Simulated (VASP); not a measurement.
# AlGa3N2 (P6/mmm) in VASP: notebook

The runs below take AlGa3N2 through single point, with PBE.

All numbers are computed with VASP 6.6.1; they aren't measurements. Logs are shortened: lines on timing, memory, paths and dates and some standing lists are left out, and cuts for length are marked.

**1. The cell of the first run**

Symmetry: P6/mmm, No. 191, hexagonal system. Conventional cell: a = 5.714 Å, b = 5.714 Å, c = 2.870 Å, α = 90.00°, β = 90.00°, γ = 120.00°. Al (site symmetry 6/mmm) has 2 Al at 2.87 Å and 12 Ga at 3.20 Å and 6 N at 3.30 Å within 3.8 Å. Within 2.9 Å of Ga (site symmetry mmm) lie 4 N at 2.19 Å and 6 Ga at 2.86 to 2.87 Å. Within 2.9 Å of N (site symmetry -6m2) lie 6 Ga at 2.19 Å and 2 N at 2.87 Å.

**2. Single point, PBE**

INCAR

```
SYSTEM = AlGa3N2
PREC = Accurate ; ENCUT = 520
EDIFF = 1E-7 ; ISMEAR = 0
SIGMA = 0.1 ; LREAL = .FALSE.
LASPH = .TRUE. ; NELM = 60
ALGO = Normal ; ISIF = 2
LWAVE = .FALSE. ; LCHARG = .TRUE.
GGA = PE ; LELF = .TRUE.
LVHAR = .TRUE. ; NBANDS = 35
```

KPOINTS

```
Automatic mesh
0
G
  12 12 14
  0 0 0
```

POSCAR

```
AlGa3N2
1.0
    5.7143304995      0.0000000000      0.0000000000
   -2.8571652498      4.9487553782      0.0000000000
    0.0000000000      0.0000000000      2.8699287614
Al Ga N
1 3 2
Direct
    0.0000000000      0.0000000000      0.0000000000
    0.5000000000      0.5000000000      0.5000000000
    0.5000000000      0.0000000000      0.5000000000
    0.0000000000      0.5000000000      0.5000000000
    0.6666666667      0.3333333333      0.0000000000
    0.3333333333      0.6666666667      0.0000000000
```

Potentials or basis: VASP PAW PBE potentials, release 64 (Al, Ga_d, N).

Command:

```
> cat potpaw_PBE.64/Al/POTCAR potpaw_PBE.64/Ga_d/POTCAR potpaw_PBE.64/N/POTCAR > POTCAR
> mpirun -np 1 vasp_std > vasp.out
```

OUTCAR:

```text
SYSTEM = AlGa3N2
   PREC = Accurate
   ENCUT = 520
   EDIFF = 1E-7
   ISMEAR = 0
   LREAL = .FALSE.
   LASPH = .TRUE.
   NELM = 60
   ISIF = 2
   GGA = PE

 ion  position               nearest neighbor table
   1  0.000  0.000  0.000-
   2  0.500  0.500  0.500-   5 2.19   6 2.19   5 2.19   6 2.19   4 2.86   4 2.86   3 2.86   3 2.86

   3  0.500  0.000  0.500-   5 2.19   6 2.19   5 2.19   6 2.19   4 2.86   4 2.86   2 2.86   2 2.86

   4  0.000  0.500  0.500-   5 2.19   6 2.19   5 2.19   6 2.19   3 2.86   3 2.86   2 2.86   2 2.86

   5  0.667  0.333  0.000-   4 2.19   4 2.19   3 2.19   3 2.19   2 2.19   2 2.19
   6  0.333  0.667  0.000-   4 2.19   4 2.19   3 2.19   3 2.19   2 2.19   2 2.19

  LATTYP: Found a hexagonal cell.
 ALAT       =     5.7143304995
 C/A-ratio  =     0.5022335970

  Lattice vectors:

 A1 = (   5.7143304995,   0.0000000000,   0.0000000000)
 A2 = (  -2.8571652498,   4.9487553782,   0.0000000000)
 A3 = (   0.0000000000,   0.0000000000,   2.8699287614)

Analysis of symmetry for initial positions (statically):
=====================================================================
 Subroutine PRICEL returns:
 Original cell was already a primitive cell.

 Routine SETGRP: Setting up the symmetry group for a
 hexagonal supercell.

 Subroutine GETGRP returns: Found 24 space group operations
 (whereof 24 operations were pure point group operations)
 out of a pool of 24 trial point group operations.

The static configuration has the point symmetry D_6h.

Analysis of symmetry for dynamics (positions and initial velocities):
=====================================================================
 Subroutine PRICEL returns:
 Original cell was already a primitive cell.

 Routine SETGRP: Setting up the symmetry group for a
 hexagonal supercell.

 Subroutine GETGRP returns: Found 24 space group operations
 (whereof 24 operations were pure point group operations)
 out of a pool of 24 trial point group operations.

The dynamic configuration has the point symmetry D_6h.

 Subroutine INISYM returns: Found 24 space group operations
 (whereof 24 operations are pure point group operations),
 and found     1 'primitive' translations

----------------------------------------------------------------------------------------

                                     Primitive cell

  volume of cell :      81.1582

  direct lattice vectors                    reciprocal lattice vectors
     5.714330499  0.000000000  0.000000000     0.174998628  0.101035505  0.000000000
    -2.857165250  4.948755378  0.000000000     0.000000000  0.202071011  0.000000000
     0.000000000  0.000000000  2.869928761     0.000000000  0.000000000  0.348440705

  length of vectors
     5.714330499  5.714330500  2.869928761     0.202071011  0.202071011  0.348440705

  position of ions in fractional coordinates (direct lattice)
     0.000000000  0.000000000  0.000000000
     0.500000000  0.500000000  0.500000000
     0.500000000  0.000000000  0.500000000
     0.000000000  0.500000000  0.500000000
     0.666666667  0.333333333  0.000000000
     0.333333333  0.666666667  0.000000000

  ion indices of the primitive-cell ions
   primitive index   ion index
                 1           1
                 2           2
                 3           3
                 4           4
                 5           5
                 6           6

----------------------------------------------------------------------------------------

 KPOINTS: Automatic mesh

Automatic generation of k-mesh.
 Grid dimensions read from file:
 generate k-points for:   12   12   14

 Generating k-lattice:

  Cartesian coordinates                     Fractional coordinates (reciprocal lattice)
     0.014583219  0.008419625  0.000000000     0.083333333  0.000000000  0.000000000
     0.000000000  0.016839251  0.000000000     0.000000000  0.083333333  0.000000000
     0.000000000  0.000000000  0.024888622     0.000000000  0.000000000  0.071428571

  Length of vectors
     0.016839251  0.016839251  0.024888622

  Shift w.r.t. Gamma in fractional coordinates (k-lattice)
     0.000000000  0.000000000  0.000000000

 Subroutine IBZKPT returns following result:
 ===========================================

 Found    152 irreducible k-points:

 Following reciprocal coordinates:
            Coordinates               Weight
  0.000000  0.000000  0.000000      1.000000
  0.083333  0.000000  0.000000      6.000000
  0.166667 -0.000000  0.000000      6.000000
  0.250000 -0.000000  0.000000      6.000000
  0.333333 -0.000000  0.000000      6.000000
  0.416667  0.000000  0.000000      6.000000
[... 16 lines left out ...]
  0.250000 -0.000000  0.071429     12.000000
  0.333333 -0.000000  0.071429     12.000000
 [... further k-points ...]
   k-points           NKPTS =    152   k-points in BZ     NKDIM =    152   number of bands    NBANDS=     35
   number of dos      NEDOS =    301   number of ions     NIONS =      6
   total plane-waves  NPLWV =  42336
   dimension x,y,z NGX =    42 NGY =   42 NGZ =   24
   dimension x,y,z NGXF=    84 NGYF=   84 NGZF=   48
   ions per type =               1   3   2
   NGX,Y,Z   is equivalent  to a cutoff of  12.22, 12.22, 13.90 a.u.
   NGXF,Y,Z  is equivalent  to a cutoff of  24.44, 24.44, 27.80 a.u.
 SYSTEM =  AlGa3N2
   PREC   = accura    normal or accurate (medium, high low for compatibility)
   ISTART =      0    job   : 0-new  1-cont  2-samecut
   ICHARG =      2    charge: 1-file 2-atom 10-const
   ISPIN  =      1    spin polarized calculation?
   LNONCOLLINEAR =      F non collinear calculations
   LSORBIT =      F    spin-orbit coupling
   LASPH  =      T    aspherical Exc in radial PAW
   ENCUT  =  520.0 eV  38.22 Ry    6.18 a.u.  10.62 10.62  5.34*2*pi/ulx,y,z
   NELM   =     60;   NELMIN=  2; NELMDL= -5     # of ELM steps
   EDIFF  = 0.1E-06   stopping-criterion for ELM
   LREAL  =      F    real-space projection
   EDIFFG = 0.1E-05   stopping-criterion for IOM
   NSW    =      0    number of steps for IOM
   IBRION =     -1    ionic relax: 0-MD 1-quasi-New 2-CG
   NFREE  =      0    steps in history (QN), initial steepest desc. (CG)
   ISIF   =      2    stress and relaxation
   ISYM   =      2    0-nonsym 1-usesym 2-fastsym
   POTIM  = 0.5000    time-step for ionic-motion
   TEBEG  =    0.0;   TEEND  =   0.0 temperature during run
   PSTRESS=    0.0 pullay stress
   NELECT =      52.0000    total number of electrons
   NUPDOWN=      -1.0000    fix difference up-down
   EMIN   =  10.00;   EMAX   =-10.00  energy-range for DOS
   EFERMI =   0.00;   METHOD = LEGACY
   ISMEAR =     0;   SIGMA  =   0.10  broadening in eV -4-tet -1-fermi 0-gaus
   EFERMI_NEDOS =   21; number of points for ismear=-14 and -15
   IALGO  =     38    algorithm
   IMIX   =      4    mixing-type and parameters
     AMIX     =   0.40;   BMIX     =  1.00
     AMIX_MAG =   1.60;   BMIX_MAG =  1.00
  volume/ion in A,a.u.               =      13.53        91.28
  Fermi-wavevector in a.u.,A,eV,Ry     =   1.411340  2.667047 27.101199  1.991882
  Thomas-Fermi vector in A             =   2.533202
   LORBIT       =      0    0 simple, 1 ext, 2 COOP (PROOUT), +10 PAW based schemes
   GGA     = PE    functional components
   LHFCALC =     F    Hartree Fock is set to
   AEXX    =    0.0000 exact exchange contribution
   IVDW    =     0    specifies the selected vdW correction
   LEPSILON=     F    determine dielectric tensor
   LRPA    =     F    only Hartree local field effects (RPA)
 non-spin polarized calculation
 Gauss-broadening in eV      SIGMA  =   0.10
  energy-cutoff  :      520.00
  volume of cell :       81.16
 maximum number of plane-waves:      2212
   NGX = 21   NGY = 21   NGZ = 11

 number of electron      52.0000006 magnetization

 Free energy of the ion-electron system (eV)
  ---------------------------------------------------
  ext. energy  EPLUGINS =         0.00000000
  ---------------------------------------------------
  free energy    TOTEN  =       -25.85505954 eV

  energy without entropy =      -25.84418441  energy(sigma->0) =      -25.84962197

 E-fermi :   6.8553     XC(G=0): -11.4008

 val. band max:        6.8528773006   @ k =   0.1667   0.1667   0.2857
 cond. band min:       6.8688488746   @ k =   0.3333   0.2500   0.0000
 fundamental gap:      0.0159715740
 Fermi energy:         6.8553281498

 k-point     1 :       0.0000    0.0000    0.0000
  band No.  band energies     occupation
      1     -10.3585      2.00000
      2      -8.4634      2.00000
      3      -8.4538      2.00000
      4      -8.4139      2.00000
      5      -8.4139      2.00000
      6      -8.3750      2.00000
[... 27 lines left out ...]
     34      15.6265      0.00000
     35      15.9118      0.00000

 k-point     2 :       0.0833    0.0000    0.0000
  band No.  band energies     occupation
      1     -10.3395      2.00000
      2      -8.5695      2.00000
      3      -8.4610      2.00000
      4      -8.4122      2.00000
      5      -8.4098      2.00000
      6      -8.3732      2.00000
[... 27 lines left out ...]
     34      15.7149      0.00000
     35      15.9071      0.00000

 k-point     3 :       0.1667   -0.0000    0.0000
  band No.  band energies     occupation
      1     -10.2837      2.00000
      2      -8.7485      2.00000
      3      -8.4544      2.00000
      4      -8.4090      2.00000
      5      -8.4005      2.00000
      6      -8.3653      2.00000
[... 27 lines left out ...]
     34      15.7151      0.00000
     35      15.8902      0.00000
[... 723 lines left out ...]
 k-point    23 :       0.2500   -0.0000    0.0714
  band No.  band energies     occupation
      1     -10.1373      2.00000
      2      -9.0099      2.00000
      3      -8.4358      2.00000
      4      -8.3975      2.00000
      5      -8.3803      2.00000
      6      -8.3448      2.00000
[... 27 lines left out ...]
     34      15.0639      0.00000
     35      16.0507      0.00000

 k-point    24 :       0.3333   -0.0000    0.0714
  band No.  band energies     occupation
      1     -10.0298      2.00000
      2      -9.1660      2.00000
      3      -8.4292      2.00000
      4      -8.3840      2.00000
      5      -8.3749      2.00000
      6      -8.3336      2.00000
[... 27 lines left out ...]
     34      14.9042      0.00000
     35      15.8421      0.00000

 [... further k-points ...]
[... 5 lines left out ...]
  --------------------------------------------------------------------------------------
  -------------------------------------------------------------------------------------
  Total        0.1409519      0.1409519      0.2012547     -0.0000000      0.0000000     -0.0000000
  in kB        2.7825894      2.7825894      3.9730506     -0.0000000      0.0000000     -0.0000000
  external PRESSURE =       3.1794098 kB  Pullay stress =       0.0000000 kB

 VOLUME and BASIS-vectors are now :
 -----------------------------------------------------------------------------
  energy-cutoff  :      520.00
  volume of cell :       81.16
      direct lattice vectors                 reciprocal lattice vectors
     5.714330499  0.000000000  0.000000000     0.174998628  0.101035505  0.000000000
    -2.857165250  4.948755378  0.000000000     0.000000000  0.202071011  0.000000000
     0.000000000  0.000000000  2.869928761     0.000000000  0.000000000  0.348440705

 POSITION                                       TOTAL-FORCE (eV/Angst)
 -----------------------------------------------------------------------------------
      0.00000      0.00000      0.00000         0.000000      0.000000      0.000000
      1.42858      2.47438      1.43496         0.000000      0.000000      0.000000
      2.85717      0.00000      1.43496         0.000000      0.000000      0.000000
     -1.42858      2.47438      1.43496         0.000000      0.000000      0.000000
      2.85717      1.64959      0.00000        -0.000000     -0.000000      0.000000
     -0.00000      3.29917      0.00000         0.000000      0.000000     -0.000000
 -----------------------------------------------------------------------------------
    total drift:                                0.000000     -0.000000      0.000000

  FREE ENERGIE OF THE ION-ELECTRON SYSTEM (eV)
  ---------------------------------------------------
  free  energy   TOTEN  =       -25.8550595383 eV

  energy  without entropy=      -25.8441844086  energy(sigma->0) =      -25.84962197
```

Wall time 7.5 min (1 thread of Intel Xeon Platinum 8259CL at 2.50GHz (Skylake/Cascade Lake), shared host); peak memory 0.45 GiB.

What came out:

| Item | Value |
| --- | --- |
| Free energy | -25.8551 eV |
| Pressure | 0.3 GPa |
| Band gap on the k mesh | zero (band 26 reaches 7.30 eV, above the bottom of band 27 at 5.32 eV) |

**3. Single point, PBE**

This run uses another cell than the first one, of 15.47 Å³/atom, 1.144 times its volume.

INCAR

```
SYSTEM = AlGa3N2
ALGO = Normal
EDIFF = 1E-6
ENCUT = 600
GGA = PE
GGA_COMPAT = .False.
ISIF = 2
ISMEAR = 0
LASPH = .True.
LCHARG = .False.
LREAL = .False.
LWAVE = .False.
NBANDS = 35
NELM = 120
PREC = Accurate
SIGMA = 0.1
```

KPOINTS

```
k-points
0
Gamma
  6 6 4
  0 0 0
```

POSCAR

```
AlGa3N2
1.0
    5.0884680400      0.0000000000      0.0000000000
   -2.5442340200      4.4067425900      0.0000000000
    0.0000000000      0.0000000000      4.1396270800
Al Ga N
1 3 2
Direct
    0.0000000000      0.0000000000      0.0000000000
    0.5000000000      0.5000000000      0.5000000000
    0.5000000000      0.0000000000      0.5000000000
    0.0000000000      0.5000000000      0.5000000000
    0.6666666700      0.3333333300      0.0000000000
    0.3333333300      0.6666666700      0.0000000000
```

Potentials or basis: VASP PAW PBE potentials, release 64 (Al, Ga_d, N).

Command:

```
> cat potpaw_PBE.64/Al/POTCAR potpaw_PBE.64/Ga_d/POTCAR potpaw_PBE.64/N/POTCAR > POTCAR
> mpirun -np 1 vasp_std > vasp.out
```

It took 2.9 min on 1 thread of Intel Xeon 8259CL, shared host; peak memory 0.28 GiB.

It converged, with:

| Item | Value |
| --- | --- |
| Free energy | -22.0826 eV |
| Pressure | -6.2 GPa |
| Band gap on the k mesh | zero (band 26 reaches 5.43 eV, above the bottom of band 27 at 4.28 eV) |

Stress tensor (GPa, compression positive):
```
  1.07   0.00   0.00
  0.00   1.07   0.00
  0.00   0.00 -20.64
```

Levels at points of the mesh, in eV from the Fermi level:
| k point | band 24 | band 25 | band 26 | band 27 | band 28 | band 29 |
| --- | --- | --- | --- | --- | --- | --- |
| (0.00, 0.00, 0.00) | -2.20 | -1.58 | -1.37 | 1.56 | 1.56 | 1.88 |
| (0.50, 0.00, 0.00) | -0.90 | -0.59 | -0.52 | 0.74 | 1.82 | 2.42 |
| (0.00, 0.00, 0.50) | -1.39 | -1.27 | -1.27 | -0.70 | -0.70 | -0.11 |
| (0.50, 0.00, 0.50) | -1.36 | -0.11 | 0.19 | 0.91 | 1.93 | 2.87 |

Caveat: the k points lie up to 0.38 Å⁻¹ apart.

**4. Single point, PBE**

INCAR

```
SYSTEM = AlGa3N2
PREC = Accurate ; ENCUT = 520
EDIFF = 1E-6 ; ISMEAR = 0
SIGMA = 0.1 ; LREAL = .FALSE.
LASPH = .TRUE. ; NELM = 100
ALGO = Normal ; ISIF = 2
LWAVE = .FALSE. ; LCHARG = .FALSE.
GGA = PE ; NBANDS = 35
```

KPOINTS

```
Automatic mesh
0
G
  6 6 6
  0 0 0
```

POSCAR

```
AlGa3N2
1.0
    5.6969965088      0.0000000000      0.0000000000
   -2.8484982544      4.9337437019      0.0000000000
    0.0000000000      0.0000000000      2.8821962460
Al Ga N
1 3 2
Direct
    0.0000000000      0.0000000000      0.0000000000
    0.5000000000      0.5000000000      0.5000000000
    0.5000000000      0.0000000000      0.5000000000
    0.0000000000      0.5000000000      0.5000000000
    0.6666666667      0.3333333333      0.0000000000
    0.3333333333      0.6666666667      0.0000000000
```

Command:

```
> cat potpaw_PBE.64/Al/POTCAR potpaw_PBE.64/Ga_d/POTCAR potpaw_PBE.64/N/POTCAR > POTCAR
> mpirun -np 1 vasp_std > vasp.out
```

Run time: 2.4 min. Hardware: 1 thread of Intel Xeon 8259CL, shared host; peak memory 0.23 GiB.

The run converged. Its results:

```
Free energy            : -25.8026 eV
Pressure               : 0.5 GPa
Band gap on the k mesh : zero (band 26 reaches 7.22 eV, above the bottom of band 27 at 5.33 eV)
```

Stress tensor (GPa, compression positive):
```
0.51 0.00 0.00
0.00 0.51 0.00
0.00 0.00 0.37
```

Levels at points of the mesh, in eV from the Fermi level:
| k point | band 23 | band 24 | band 25 | band 26 | band 27 | band 28 | band 29 | band 30 |
| --- | --- | --- | --- | --- | --- | --- | --- | --- |
| (0.00, 0.00, 0.00) | -2.59 | -1.23 | -0.52 | -0.52 | -0.30 | 3.61 | 3.61 | 4.11 |
| (0.50, 0.00, 0.00) | -2.16 | -1.71 | -1.54 | -0.81 | -0.08 | 3.05 | 3.36 | 3.95 |
| (0.00, 0.00, 0.50) | -2.44 | -2.14 | -1.59 | -1.59 | -1.49 | -0.28 | -0.28 | 3.22 |
| (0.50, 0.00, 0.50) | -3.29 | -2.60 | -2.02 | -0.72 | 0.74 | 1.56 | 2.07 | 3.41 |

Caveat: the k points lie up to 0.36 Å⁻¹ apart.

**5. The runs side by side**

```csv
cell,k mesh,cutoff (eV),gap on the mesh (eV),pressure (GPa)
"a = 5.714, b = 5.714, c = 2.870 Å, angles 90.0, 90.0, 120.0°, 6 atoms",12 × 12 × 14,520,none,0.3
"a = 5.088, b = 5.088, c = 4.140 Å, angles 90.0, 90.0, 120.0°, 6 atoms",6 × 6 × 4,600,none,-6.2
"a = 5.697, b = 5.697, c = 2.882 Å, angles 90.0, 90.0, 120.0°, 6 atoms",6 × 6 × 6,520,none,0.5
```

Alike in all rows: task single point; level PBE; potentials or basis VASP PAW PBE potentials, release 64 (Al, Ga_d, N); no spin polarisation; smearing gaussian 0.1 eV.

Caveats: some runs use coarse meshes.

Absolute energies hang on the potentials; compare differences alone.
